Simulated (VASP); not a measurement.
# LiH in VASP: further runs

LiH is run at these levels: PBE; tasks: single point.

Everything below comes from runs of VASP 6.6.1. Logs are shortened: lines on timing, memory, paths and dates and some standing lists are left out, and cuts for length are marked.

## (1) The cell of the first run

It takes space group R3m (No. 160, trigonal). Conventional cell: a = 3.125 Å, b = 3.125 Å, c = 7.383 Å, α = 90.00°, β = 90.00°, γ = 120.00°. Within 2.5 Å of Li (site symmetry 3m) lie 4 H at 1.87 to 1.90 Å. Within 2.5 Å of H (site symmetry 3m) lie 4 Li at 1.87 to 1.90 Å.

## (2) Single point, PBE (epitaxial 111 strain +3.0%)

The input, INCAR:

```
SYSTEM = LiH
PREC = Accurate ; ENCUT = 520
EDIFF = 1E-6 ; ISMEAR = 0
SIGMA = 0.01 ; LREAL = .FALSE.
LASPH = .TRUE. ; NELM = 100
ALGO = Normal ; ISIF = 2
LWAVE = .FALSE. ; LCHARG = .FALSE.
GGA = PE ; NBANDS = 9
```

The input, KPOINTS:

```
regular mesh
0
G
  6 6 6
  0 0 0
```

The input, POSCAR:

```
LiH
1.0
   -0.0520293695      2.1574463007      2.1574463007
    2.1574463007     -0.0520293695      2.1574463007
    2.1574463007      2.1574463007     -0.0520293695
Li H
1 1
Direct
   -0.0018455116     -0.0018455116     -0.0018455116
    0.2518455116      0.2518455116      0.2518455116
```

Potentials or basis: VASP PAW PBE potentials, release 64 (Li_sv, H).

Run with:

```
cat potpaw_PBE.64/Li_sv/POTCAR potpaw_PBE.64/H/POTCAR > POTCAR
mpirun -np 1 vasp_std > vasp.out
```

OUTCAR:

```text
SYSTEM = LiH
   PREC = Accurate
   ENCUT = 520
   EDIFF = 1E-6
   ISMEAR = 0
   LREAL = .FALSE.
   LASPH = .TRUE.
   NELM = 100
   ISIF = 2
   GGA = PE

 ion  position               nearest neighbor table
   1  0.998  0.998  0.998-
   2  0.252  0.252  0.252-

  LATTYP: Found a trigonal (rhomboedric) cell.
 ALAT       =     3.0515334073
 COS(alpha) =     0.4757454727

  Lattice vectors:

 A1 = (  -0.0520293695,   2.1574463007,   2.1574463007)
 A2 = (   2.1574463007,  -0.0520293695,   2.1574463007)
 A3 = (   2.1574463007,   2.1574463007,  -0.0520293695)

Analysis of symmetry for initial positions (statically):
=====================================================================
 Subroutine PRICEL returns:
 Original cell was already a primitive cell.

 Routine SETGRP: Setting up the symmetry group for a
 trigonal (rhombohedral) supercell.

 Subroutine GETGRP returns: Found  6 space group operations
 (whereof  6 operations were pure point group operations)
 out of a pool of 12 trial point group operations.

The static configuration has the point symmetry C_3v.

Analysis of symmetry for dynamics (positions and initial velocities):
=====================================================================
 Subroutine PRICEL returns:
 Original cell was already a primitive cell.

 Routine SETGRP: Setting up the symmetry group for a
 trigonal (rhombohedral) supercell.

 Subroutine GETGRP returns: Found  6 space group operations
 (whereof  6 operations were pure point group operations)
 out of a pool of 12 trial point group operations.

The dynamic configuration has the point symmetry C_3v.

 Subroutine INISYM returns: Found  6 space group operations
 (whereof  6 operations are pure point group operations),
 and found     1 'primitive' translations

----------------------------------------------------------------------------------------

                                     Primitive cell

  volume of cell :      20.8104

  direct lattice vectors                    reciprocal lattice vectors
    -0.052029369  2.157446301  2.157446301    -0.223536007  0.229060061  0.229060061
     2.157446301 -0.052029369  2.157446301     0.229060061 -0.223536007  0.229060061
     2.157446301  2.157446301 -0.052029369     0.229060061  0.229060061 -0.223536007

  length of vectors
     3.051533407  3.051533407  3.051533407     0.393580194  0.393580194  0.393580194

  position of ions in fractional coordinates (direct lattice)
     0.998154488  0.998154488  0.998154488
     0.251845512  0.251845512  0.251845512

  ion indices of the primitive-cell ions
   primitive index   ion index
                 1           1
                 2           2

----------------------------------------------------------------------------------------

 KPOINTS: regular mesh

Automatic generation of k-mesh.
 Grid dimensions read from file:
 generate k-points for:    6    6    6

 Generating k-lattice:

  Cartesian coordinates                     Fractional coordinates (reciprocal lattice)
    -0.037256001  0.038176677  0.038176677     0.166666667  0.000000000  0.000000000
     0.038176677 -0.037256001  0.038176677     0.000000000  0.166666667  0.000000000
     0.038176677  0.038176677 -0.037256001     0.000000000  0.000000000  0.166666667

  Length of vectors
     0.065596699  0.065596699  0.065596699

  Shift w.r.t. Gamma in fractional coordinates (k-lattice)
     0.000000000  0.000000000  0.000000000

 Subroutine IBZKPT returns following result:
 ===========================================

 Found     32 irreducible k-points:

 Following reciprocal coordinates:
            Coordinates               Weight
  0.000000  0.000000  0.000000      1.000000
  0.166667  0.000000 -0.000000      6.000000
  0.333333  0.000000  0.000000      6.000000
  0.500000 -0.000000 -0.000000      3.000000
  0.166667  0.166667 -0.000000      6.000000
  0.333333  0.166667  0.000000     12.000000
[... 16 lines left out ...]
  0.500000  0.500000  0.166667      6.000000
 -0.333333  0.500000  0.166667     12.000000
 [... further k-points ...]
   k-points           NKPTS =     32   k-points in BZ     NKDIM =     32   number of bands    NBANDS=      9
   number of dos      NEDOS =    301   number of ions     NIONS =      2
   total plane-waves  NPLWV =  13824
   dimension x,y,z NGX =    24 NGY =   24 NGZ =   24
   dimension x,y,z NGXF=    48 NGYF=   48 NGZF=   48
   ions per type =               1   1
   NGX,Y,Z   is equivalent  to a cutoff of  13.08, 13.08, 13.08 a.u.
   NGXF,Y,Z  is equivalent  to a cutoff of  26.15, 26.15, 26.15 a.u.
 SYSTEM =  LiH
   PREC   = accura    normal or accurate (medium, high low for compatibility)
   ISTART =      0    job   : 0-new  1-cont  2-samecut
   ICHARG =      2    charge: 1-file 2-atom 10-const
   ISPIN  =      1    spin polarized calculation?
   LNONCOLLINEAR =      F non collinear calculations
   LSORBIT =      F    spin-orbit coupling
   LASPH  =      T    aspherical Exc in radial PAW
   ENCUT  =  520.0 eV  38.22 Ry    6.18 a.u.   5.67  5.67  5.67*2*pi/ulx,y,z
   NELM   =    100;   NELMIN=  2; NELMDL= -5     # of ELM steps
   EDIFF  = 0.1E-05   stopping-criterion for ELM
   LREAL  =      F    real-space projection
   EDIFFG = 0.1E-04   stopping-criterion for IOM
   NSW    =      0    number of steps for IOM
   IBRION =     -1    ionic relax: 0-MD 1-quasi-New 2-CG
   NFREE  =      0    steps in history (QN), initial steepest desc. (CG)
   ISIF   =      2    stress and relaxation
   ISYM   =      2    0-nonsym 1-usesym 2-fastsym
   POTIM  = 0.5000    time-step for ionic-motion
   TEBEG  =    0.0;   TEEND  =   0.0 temperature during run
   PSTRESS=    0.0 pullay stress
   NELECT =       4.0000    total number of electrons
   NUPDOWN=      -1.0000    fix difference up-down
   EMIN   =  10.00;   EMAX   =-10.00  energy-range for DOS
   EFERMI =   0.00;   METHOD = LEGACY
   ISMEAR =     0;   SIGMA  =   0.01  broadening in eV -4-tet -1-fermi 0-gaus
   EFERMI_NEDOS =   21; number of points for ismear=-14 and -15
   IALGO  =     38    algorithm
   IMIX   =      4    mixing-type and parameters
     AMIX     =   0.40;   BMIX     =  1.00
     AMIX_MAG =   1.60;   BMIX_MAG =  1.00
  volume/ion in A,a.u.               =      10.41        70.22
  Fermi-wavevector in a.u.,A,eV,Ry     =   0.944789  1.785393 12.144920  0.892626
  Thomas-Fermi vector in A             =   2.072628
   LORBIT       =      0    0 simple, 1 ext, 2 COOP (PROOUT), +10 PAW based schemes
   GGA     = PE    functional components
   LHFCALC =     F    Hartree Fock is set to
   AEXX    =    0.0000 exact exchange contribution
   IVDW    =     0    specifies the selected vdW correction
   LEPSILON=     F    determine dielectric tensor
   LRPA    =     F    only Hartree local field effects (RPA)
 non-spin polarized calculation
 Gauss-broadening in eV      SIGMA  =   0.01
  energy-cutoff  :      520.00
  volume of cell :       20.81
 maximum number of plane-waves:       574
 NGX is ok and might be reduce to    24
   NGX = 11   NGY = 11   NGZ = 11

 number of electron       4.0000002 magnetization

 Free energy of the ion-electron system (eV)
  ---------------------------------------------------
  ext. energy  EPLUGINS =         0.00000000
  ---------------------------------------------------
  free energy    TOTEN  =        -6.02307863 eV

  energy without entropy =       -6.02307863  energy(sigma->0) =       -6.02307863

 E-fermi :  -1.8015     XC(G=0):  -7.5359

 val. band max:       -1.8839774968   @ k =  -0.3333   0.5000   0.1667
 cond. band min:       2.2866939833   @ k =   0.5000  -0.0000  -0.0000
 fundamental gap:      4.1706714801
 Fermi energy:        -1.8015224363

 k-point     1 :       0.0000    0.0000    0.0000
  band No.  band energies     occupation
      1     -45.2804      2.00000
      2      -5.3732      2.00000
      3      10.7389      0.00000
      4      14.6800      0.00000
      5      14.6800      0.00000
      6      15.5036      0.00000
      7      17.1392      0.00000
      8      17.1392      0.00000
      9      18.1090      0.00000

 k-point     2 :       0.1667    0.0000   -0.0000
  band No.  band energies     occupation
      1     -45.2761      2.00000
      2      -4.9599      2.00000
      3       8.3036      0.00000
      4      13.2848      0.00000
      5      13.7117      0.00000
      6      14.4051      0.00000
      7      18.6024      0.00000
      8      19.2396      0.00000
      9      21.1033      0.00000

 k-point     3 :       0.3333    0.0000    0.0000
  band No.  band energies     occupation
      1     -45.2674      2.00000
      2      -3.8227      2.00000
      3       4.2863      0.00000
      4      12.9458      0.00000
      5      13.2259      0.00000
      6      13.7771      0.00000
      7      17.5146      0.00000
      8      17.9217      0.00000
      9      20.0150      0.00000

 k-point     4 :       0.5000   -0.0000   -0.0000
  band No.  band energies     occupation
      1     -45.2630      2.00000
      2      -2.8816      2.00000
      3       2.2867      0.00000
      4      12.7822      0.00000
      5      13.0564      0.00000
      6      13.7984      0.00000
      7      16.5616      0.00000
      8      17.0554      0.00000
      9      20.2092      0.00000

 k-point     5 :       0.1667    0.1667   -0.0000
  band No.  band energies     occupation
      1     -45.2744      2.00000
      2      -4.8127      2.00000
      3       8.8525      0.00000
      4      11.6306      0.00000
      5      12.2492      0.00000
      6      14.6405      0.00000
      7      17.0697      0.00000
      8      20.4870      0.00000
      9      21.3491      0.00000

 k-point     6 :       0.3333    0.1667    0.0000
  band No.  band energies     occupation
      1     -45.2670      2.00000
      2      -3.9000      2.00000
      3       5.6735      0.00000
      4      11.0564      0.00000
      5      11.3268      0.00000
      6      13.3793      0.00000
      7      16.4848      0.00000
      8      21.2505      0.00000
      9      21.8147      0.00000
[... 169 lines left out ...]
 k-point    21 :      -0.3333    0.3333    0.1667
  band No.  band energies     occupation
      1     -45.2579      2.00000
      2      -2.1095      2.00000
      3       3.2619      0.00000
      4       7.1099      0.00000
      5       9.5171      0.00000
      6      14.7967      0.00000
      7      17.5574      0.00000
      8      20.7319      0.00000
      9      23.5043      0.00000

 k-point    22 :      -0.1667    0.3333    0.1667
  band No.  band energies     occupation
      1     -45.2614      2.00000
      2      -2.9191      2.00000
      3       4.3574      0.00000
      4       8.0036      0.00000
      5      10.2335      0.00000
      6      14.2311      0.00000
      7      16.8865      0.00000
      8      21.1607      0.00000
      9      24.4771      0.00000

 k-point    23 :       0.5000    0.5000    0.1667
  band No.  band energies     occupation
      1     -45.2572      2.00000
      2      -2.2706      2.00000
      3       4.6916      0.00000
      4       7.1125      0.00000
      5       8.9368      0.00000
      6      11.5650      0.00000
      7      16.7080      0.00000
      8      23.5569      0.00000
      9      24.6363      0.00000

 k-point    24 :      -0.3333    0.5000    0.1667
  band No.  band energies     occupation
      1     -45.2563      2.00000
      2      -1.8840      2.00000
      3       4.8670      0.00000
      4       5.0928      0.00000
      5       8.7607      0.00000
      6      13.5785      0.00000
      7      17.1367      0.00000
      8      21.2747      0.00000
      9      25.3719      0.00000

 [... further k-points ...]

------------------------ aborting loop because EDIFF is reached ----------------------------------------

  FORCE on cell =-STRESS in cart. coord.  units (eV):
  Direction    XX          YY          ZZ          XY          YZ          ZX
  --------------------------------------------------------------------------------------
  -------------------------------------------------------------------------------------
  Total       -0.1960389     -0.1960389     -0.1960389      0.0793952      0.0793952      0.0793952
  in kB      -15.0929087    -15.0929087    -15.0929087      6.1125835      6.1125835      6.1125835
  external PRESSURE =     -15.0929087 kB  Pullay stress =       0.0000000 kB

 VOLUME and BASIS-vectors are now :
 -----------------------------------------------------------------------------
  energy-cutoff  :      520.00
  volume of cell :       20.81
      direct lattice vectors                 reciprocal lattice vectors
    -0.052029369  2.157446301  2.157446301    -0.223536007  0.229060061  0.229060061
     2.157446301 -0.052029369  2.157446301     0.229060061 -0.223536007  0.229060061
     2.157446301  2.157446301 -0.052029369     0.229060061  0.229060061 -0.223536007

 POSITION                                       TOTAL-FORCE (eV/Angst)
 -----------------------------------------------------------------------------------
      4.25500      4.25500      4.25500        -0.001032     -0.001032     -0.001032
      1.07358      1.07358      1.07358         0.001032      0.001032      0.001032
 -----------------------------------------------------------------------------------
    total drift:                               -0.000123     -0.000123     -0.000123

  FREE ENERGIE OF THE ION-ELECTRON SYSTEM (eV)
  ---------------------------------------------------
  free  energy   TOTEN  =        -6.0230786342 eV

  energy  without entropy=       -6.0230786342  energy(sigma->0) =       -6.02307863
```

Wall time 12 s (1 thread of Intel Xeon 8259CL, shared host); peak memory 0.13 GiB.

What came out:

- Free energy: -6.0231 eV
- Band gap on the k mesh: 4.17 eV (least direct gap 5.07 eV)

Caveat: the cell differs from its parent crystal (epitaxial 111 strain +3.0%); the cutoff is under 1.25 times the usual one of these potentials, so pressure, stress and relaxed cells hold a basis-set (Pulay) error. A k mesh can miss the band edges.

## (3) Single point, PBE

This run uses another cell than the first one, of 9.87 Å³/atom.

The input, INCAR:

```
SYSTEM = LiH
  ALGO = Normal
  EDIFF = 1E-7
  ENCUT = 520
  GGA = PE
  ISIF = 2
  ISMEAR = -1
  LASPH = .TRUE.
  LCHARG = .FALSE.
  LREAL = .FALSE.
  LWAVE = .FALSE.
  NBANDS = 9
  NELM = 80
  PREC = Accurate
  SIGMA = 0.02
```

The input, KPOINTS:

```
k-points
0
G
  10 10 10
  0 0 0
```

The input, POSCAR:

```
LiH
1.0
    0.0000000000      2.1451220099      2.1451220099
    2.1451220099      0.0000000000      2.1451220099
    2.1451220099      2.1451220099      0.0000000000
Li H
1 1
Direct
    0.0000000000      0.0000000000      0.0000000000
    0.2500000000      0.2500000000      0.2500000000
```

Potentials or basis: VASP PAW PBE potentials, release 64 (Li_sv, H).

Run with:

```
cat potpaw_PBE.64/Li_sv/POTCAR potpaw_PBE.64/H/POTCAR > POTCAR
mpirun -np 1 vasp_std > vasp.out
```

Wall time 16 s (1 thread of Intel Xeon 8259CL, shared host); peak memory 0.13 GiB.

Results (log left out):

```
Free energy            : -6.0307 eV
Band gap on the k mesh : 4.24 eV (least direct gap 5.27 eV)
```

Levels at points of the mesh, in eV from the valence-band top:
```csv
k point,band 1,band 2,band 3,band 4,band 5,band 6
"(0.00, 0.00, 0.00)",-43.32,-3.66,13.10,17.30,17.30,17.30
"(0.50, 0.00, 0.00)",-43.30,-1.03,4.24,15.08,15.08,16.09
"(0.50, 0.50, 0.00)",-43.29,-0.31,7.22,9.99,10.76,10.76
```

Caveat: the cutoff is under 1.25 times the usual one of these potentials, so pressure, stress and relaxed cells hold a basis-set (Pulay) error.
